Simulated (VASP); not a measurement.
A run of VASP 6.6.1 is set up as follows.

The input INCAR:

```
SYSTEM = Ba
  ALGO = Normal
  EDIFF = 1E-7
  ENCUT = 520
  GGA = PS
  ISIF = 2
  ISMEAR = -1
  LASPH = .True.
  LCHARG = .True.
  LELF = .True.
  LREAL = .False.
  LVHAR = .True.
  LWAVE = .False.
  NBANDS = 11
  NELM = 60
  PREC = Accurate
  SIGMA = 0.05
```

File KPOINTS:

```
k-points
0
Gamma
  7 7 7
  0 0 0
```

Contents of POSCAR:

```
Ba
1.0
    3.2218982054      0.0000000000      0.0000000000
   -1.6109491027      2.7902456943      0.0000000000
    0.0000000000      0.0000000000      2.9556297350
Ba
1
Direct
    0.0000000000      0.0000000000      0.0000000000
```

Potentials or basis: VASP PAW PBE potentials, release 64 (Ba_sv).

The run is started by

```sh
$ cat potpaw_PBE.64/Ba_sv/POTCAR > POTCAR
$ mpirun -np 1 vasp_std > vasp.out
```

**Question.** Predict the band gap on the k mesh.

**Answer.** Zero (bands 5 and 6 overlap by 2.70 eV).

**Question.** Estimate the pressure.

**Answer.** 25.3 GPa.

Stress tensor (GPa, compression positive):
```
24.34  0.00  0.00
 0.00 24.34  0.00
 0.00  0.00 27.30
```

Caveat: the cell stands under pressure; the PAW data sets were made with another functional, which shifts forces and pressure a little; spin-orbit coupling is left out, which moves the levels of the heavy elements.
